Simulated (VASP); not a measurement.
A run of VASP 6.6.1 is set up as follows.

INCAR

```
PREC = Accurate ; ENCUT = 600
EDIFF = 1E-6 ; ISMEAR = 0
SIGMA = 0.1 ; LREAL = F
LASPH = T ; NELM = 60
ALGO = Normal ; ISIF = 3
LWAVE = F ; LCHARG = F
GGA = PS ; IBRION = 2
NSW = 65 ; EDIFFG = -0.01
```

KPOINTS

```
Automatic mesh
0
Gamma
  12 12 4
```

The input POSCAR:

```
Si2Ge
1.0
    3.8993244021      0.0000000000      0.0000000000
   -1.9496622011      3.3769139898      0.0000000000
    0.0000000000      0.0000000000      9.5513551267
Si Ge
4 2
Direct
    0.6666666667      0.3333333333      0.1666666667
    0.3333333333      0.6666666667      0.8333333333
    0.6666666667      0.3333333333      0.4166666667
    0.0000000000      0.0000000000      0.7500000000
    0.3333333333      0.6666666667      0.0833333333
    0.0000000000      0.0000000000      0.5000000000
```

Potentials or basis: VASP PAW PBE potentials, release 64 (Si, Ge_d).

Command:

```bash
$ cat potpaw_PBE.64/Si/POTCAR potpaw_PBE.64/Ge_d/POTCAR > POTCAR
$ mpirun -np 1 vasp_std > vasp.out
```

**Question.** What does it give for the relaxed volume?

**Answer.** 20.85 Å³/atom.

**Question.** What does it give for the band gap on the k mesh?

**Answer.** 0.46 eV (least direct gap 1.14 eV).

**Question.** Estimate the space group after relaxing (to 0.1 Å).

**Answer.** P-3m1 (No. 164).

Step by step:
```tsv
step	energy change (eV)	largest force (eV/Å)	pressure (GPa)	volume (Å³)
1	0.0000	0.4126	-0.44	125.77
2	-0.0163	0.0051	0.21	124.73
3	-0.0163	0.0182	0.14	124.77
4	-0.0165	0.0010	-0.04	125.10
```

Caveat: the PAW data sets were made with another functional, which shifts forces and pressure a little. A k mesh can miss the band edges.
